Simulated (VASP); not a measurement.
# Li3Os (P6_3/mmc) in VASP: single point with PBE

Aim: the single point of Li3Os with PBE.

Everything below comes from runs of VASP 6.6.1. Logs are shortened: lines on timing, memory, paths and dates and some standing lists are left out, and cuts for length are marked.

### Step 1. The cell of the first run

It takes space group P6_3/mmc (No. 194, hexagonal). Conventional cell: a = 5.253 Å, b = 5.253 Å, c = 4.216 Å, α = 90.00°, β = 90.00°, γ = 120.00°. Li (site symmetry mm2) has 4 Os at 2.60 to 2.63 Å and 8 Li at 2.60 to 2.63 Å within 3.4 Å. Within 3.4 Å of Os (site symmetry -6m2) lie 12 Li at 2.60 to 2.63 Å.

### Step 2. Single point, PBE

Input file INCAR:

```
SYSTEM = Li3Os
ALGO = Fast
EDIFF = 1E-6
ENCUT = 520
GGA = PE
ISIF = 2
ISMEAR = 0
LASPH = .True.
LCHARG = .False.
LREAL = .False.
LWAVE = .False.
NBANDS = 27
NELM = 100
PREC = Accurate
SIGMA = 0.1
```

Input file KPOINTS:

```
k-points
0
Gamma
  6 6 4
  0 0 0
```

Input file POSCAR:

```
Li3Os
1.0
    5.2530301780      0.0000000000      0.0000000000
   -2.6265150890      4.5492575810      0.0000000000
    0.0000000000      0.0000000000      4.2163672200
Li Os
6 2
Direct
    0.8330000000      0.6660000000      0.2500000000
    0.1670000000      0.8330000000      0.7500000000
    0.3340000000      0.1670000000      0.2500000000
    0.1670000000      0.3340000000      0.7500000000
    0.8330000000      0.1670000000      0.2500000000
    0.6660000000      0.8330000000      0.7500000000
    0.3333333333      0.6666666667      0.2500000000
    0.6666666667      0.3333333333      0.7500000000
```

Potentials or basis: VASP PAW PBE potentials, release 64 (Li_sv, Os).

The run is started by

```sh
> cat potpaw_PBE.64/Li_sv/POTCAR potpaw_PBE.64/Os/POTCAR > POTCAR
> mpirun -np 1 vasp_std > vasp.out
```

OUTCAR:

```text
SYSTEM = Li3Os
   EDIFF = 1E-6
   ENCUT = 520
   GGA = PE
   ISIF = 2
   ISMEAR = 0
   LASPH = .True.
   LREAL = .False.
   NELM = 100
   PREC = Accurate

 ion  position               nearest neighbor table
   1  0.833  0.666  0.250-   8 2.60   8 2.60   2 2.60   2 2.60   6 2.60   6 2.60   7 2.63   7 2.63

   2  0.167  0.833  0.750-   7 2.60   7 2.60   1 2.60   1 2.60   3 2.60   3 2.60   8 2.63   8 2.63

   3  0.334  0.167  0.250-   8 2.60   8 2.60   4 2.60   4 2.60   2 2.60   2 2.60   7 2.63   7 2.63

   4  0.167  0.334  0.750-   7 2.60   7 2.60   3 2.60   3 2.60   5 2.60   5 2.60   8 2.63   8 2.63

   5  0.833  0.167  0.250-   8 2.60   8 2.60   4 2.60   4 2.60   6 2.60   6 2.60   7 2.63   7 2.63

   6  0.666  0.833  0.750-   7 2.60   7 2.60   1 2.60   1 2.60   5 2.60   5 2.60   8 2.63   8 2.63

   7  0.333  0.667  0.250-   2 2.60   2 2.60   6 2.60   6 2.60   4 2.60   4 2.60   1 2.63   3 2.63
                             5 2.63   5 2.63   1 2.63   3 2.63
   8  0.667  0.333  0.750-   5 2.60   5 2.60   3 2.60   3 2.60   1 2.60   1 2.60   4 2.63   6 2.63
                             2 2.63   2 2.63   4 2.63   6 2.63

  LATTYP: Found a hexagonal cell.
 ALAT       =     5.2530301780
 C/A-ratio  =     0.8026542923

  Lattice vectors:

 A1 = (   5.2530301780,   0.0000000000,   0.0000000000)
 A2 = (  -2.6265150890,   4.5492575810,   0.0000000000)
 A3 = (   0.0000000000,   0.0000000000,   4.2163672200)

Analysis of symmetry for initial positions (statically):
=====================================================================
 Subroutine PRICEL returns:
 Original cell was already a primitive cell.

 Routine SETGRP: Setting up the symmetry group for a
 hexagonal supercell.

 Subroutine GETGRP returns: Found 24 space group operations
 (whereof 12 operations were pure point group operations)
 out of a pool of 24 trial point group operations.

The static configuration has the point symmetry D_3d.
 The point group associated with its full space group is D_6h.

Analysis of symmetry for dynamics (positions and initial velocities):
=====================================================================
 Subroutine PRICEL returns:
 Original cell was already a primitive cell.

 Routine SETGRP: Setting up the symmetry group for a
 hexagonal supercell.

 Subroutine GETGRP returns: Found 24 space group operations
 (whereof 12 operations were pure point group operations)
 out of a pool of 24 trial point group operations.
[... 115 lines left out ...]
   NFREE  =      0    steps in history (QN), initial steepest desc. (CG)
   ISIF   =      2    stress and relaxation
   ISYM   =      2    0-nonsym 1-usesym 2-fastsym
   POTIM  = 0.5000    time-step for ionic-motion
   TEBEG  =    0.0;   TEEND  =   0.0 temperature during run
   PSTRESS=    0.0 pullay stress
   NELECT =      34.0000    total number of electrons
   NUPDOWN=      -1.0000    fix difference up-down
   EMIN   =  10.00;   EMAX   =-10.00  energy-range for DOS
   EFERMI =   0.00;   METHOD = LEGACY
   ISMEAR =     0;   SIGMA  =   0.10  broadening in eV -4-tet -1-fermi 0-gaus
   EFERMI_NEDOS =   21; number of points for ismear=-14 and -15
   IALGO  =     68    algorithm
   IMIX   =      4    mixing-type and parameters
     AMIX     =   0.40;   BMIX     =  1.00
     AMIX_MAG =   1.60;   BMIX_MAG =  1.00
  volume/ion in A,a.u.               =      12.60        85.00
  Fermi-wavevector in a.u.,A,eV,Ry     =   1.139738  2.153792 17.673991  1.299002
  Thomas-Fermi vector in A             =   2.276441
   LORBIT       =      0    0 simple, 1 ext, 2 COOP (PROOUT), +10 PAW based schemes
   GGA     = PE    functional components
   LHFCALC =     F    Hartree Fock is set to
   AEXX    =    0.0000 exact exchange contribution
   IVDW    =     0    specifies the selected vdW correction
   LEPSILON=     F    determine dielectric tensor
   LRPA    =     F    only Hartree local field effects (RPA)
 non-spin polarized calculation
 RMM-DIIS sequential band-by-band and
 Gauss-broadening in eV      SIGMA  =   0.10
  energy-cutoff  :      520.00
  volume of cell :      100.76
 maximum number of plane-waves:      2735
 NGX is ok and might be reduce to    40
   NGX = 19   NGY = 19   NGZ = 15

 number of electron      33.9999966 magnetization

 Free energy of the ion-electron system (eV)
  ---------------------------------------------------
  ext. energy  EPLUGINS =         0.00000000
  ---------------------------------------------------
  free energy    TOTEN  =       -29.14306195 eV

  energy without entropy =      -29.09463055  energy(sigma->0) =      -29.11884625

 E-fermi :   3.1068     XC(G=0): -10.0796

 val. band max:        3.0965872061   @ k =   0.3333   0.1667   0.0000
 cond. band min:       3.1409358926   @ k =   0.1667   0.0000   0.0000
 fundamental gap:      0.0443486866
 Fermi energy:         3.1068137278

 k-point     1 :       0.0000    0.0000    0.0000
  band No.  band energies     occupation
      1     -41.4480      2.00000
      2     -41.3754      2.00000
      3     -41.3754      2.00000
      4     -41.3700      2.00000
      5     -41.3396      2.00000
      6     -41.3395      2.00000
[... 619 lines left out ...]
     26       9.9206      0.00000
     27      13.1518      0.00000

------------------------ aborting loop because EDIFF is reached ----------------------------------------

  FORCE on cell =-STRESS in cart. coord.  units (eV):
  Direction    XX          YY          ZZ          XY          YZ          ZX
  --------------------------------------------------------------------------------------
  -------------------------------------------------------------------------------------
  Total        0.4351018      0.4351018      4.6487748      0.0000000      0.0000000      0.0000000
  in kB        6.9185099      6.9185099     73.9197068      0.0000000      0.0000000      0.0000000
  external PRESSURE =      29.2522422 kB  Pullay stress =       0.0000000 kB

 VOLUME and BASIS-vectors are now :
 -----------------------------------------------------------------------------
  energy-cutoff  :      520.00
  volume of cell :      100.76
      direct lattice vectors                 reciprocal lattice vectors
     5.253030178  0.000000000  0.000000000     0.190366315  0.109908043  0.000000000
    -2.626515089  4.549257581  0.000000000     0.000000000  0.219816087  0.000000000
     0.000000000  0.000000000  4.216367220     0.000000000  0.000000000  0.237170993

 POSITION                                       TOTAL-FORCE (eV/Angst)
 -----------------------------------------------------------------------------------
      2.62652      3.02981      1.05409         0.000000     -0.304637     -0.000000
     -1.31063      3.78953      3.16228         0.263824     -0.152319      0.000000
      1.31588      0.75973      1.05409         0.263824      0.152319     -0.000000
      0.00000      1.51945      3.16228        -0.000000      0.304637      0.000000
      3.93715      0.75973      1.05409        -0.263824      0.152319     -0.000000
      1.31063      3.78953      3.16228        -0.263824     -0.152319      0.000000
     -0.00000      3.03284      1.05409         0.000000     -0.000000      0.000000
      2.62652      1.51642      3.16228        -0.000000     -0.000000      0.000000
 -----------------------------------------------------------------------------------
    total drift:                               -0.000000      0.000000     -0.000000

  FREE ENERGIE OF THE ION-ELECTRON SYSTEM (eV)
  ---------------------------------------------------
  free  energy   TOTEN  =       -29.1430619529 eV

  energy  without entropy=      -29.0946305478  energy(sigma->0) =      -29.11884625
```

OSZICAR:

```text
N       E                     dE             d eps       ncg     rms          rms(c)
DAV:   1     0.230150605162E+03    0.23015E+03   -0.14714E+04  1134   0.137E+03
DAV:   2     0.102808136109E+02   -0.21987E+03   -0.20355E+03  1188   0.393E+02
DAV:   3    -0.269145398534E+02   -0.37195E+02   -0.35577E+02  1907   0.984E+01
[... 14 lines left out ...]
RMM:  18    -0.291430564208E+02   -0.40484E-05   -0.46924E-05  1655   0.233E-02    0.282E-03
RMM:  19    -0.291430588811E+02   -0.24603E-05   -0.27099E-05  1570   0.181E-02    0.444E-03
RMM:  20    -0.291430600610E+02   -0.11800E-05   -0.11456E-05  1463   0.140E-02    0.403E-03
RMM:  21    -0.291430612021E+02   -0.11410E-05   -0.78427E-06  1421   0.125E-02    0.265E-03
RMM:  22    -0.291430619529E+02   -0.75087E-06   -0.28895E-06  1319   0.107E-02
   1 F= -.29143062E+02 E0= -.29118846E+02  d E =-.484314E-01
```

Run time: 3.2 min. Hardware: 1 thread of Intel Xeon Platinum 8375C at 2.90GHz (Ice Lake), shared host; peak memory 0.24 GiB.

Results:

| Quantity | Value |
| --- | --- |
| Free energy | -29.1431 eV |
| Largest force | 0.305 eV/Å |
| Band gap on the k mesh | zero (band 17 reaches 3.46 eV, above the bottom of band 18 at 2.76 eV) |

Forces on the atoms (eV/Å):
```
Li   0.000 -0.305  0.000
Li   0.264 -0.152  0.000
Li   0.264  0.152  0.000
Li   0.000  0.305  0.000
Li  -0.264  0.152  0.000
Li  -0.264 -0.152  0.000
Os   0.000  0.000  0.000
Os   0.000  0.000  0.000
```

Caveat: the k points lie up to 0.37 Å⁻¹ apart; the cutoff is under 1.25 times the usual one of these potentials, so pressure, stress and relaxed cells hold a basis-set (Pulay) error; spin-orbit coupling is left out, which moves the levels of the heavy elements.
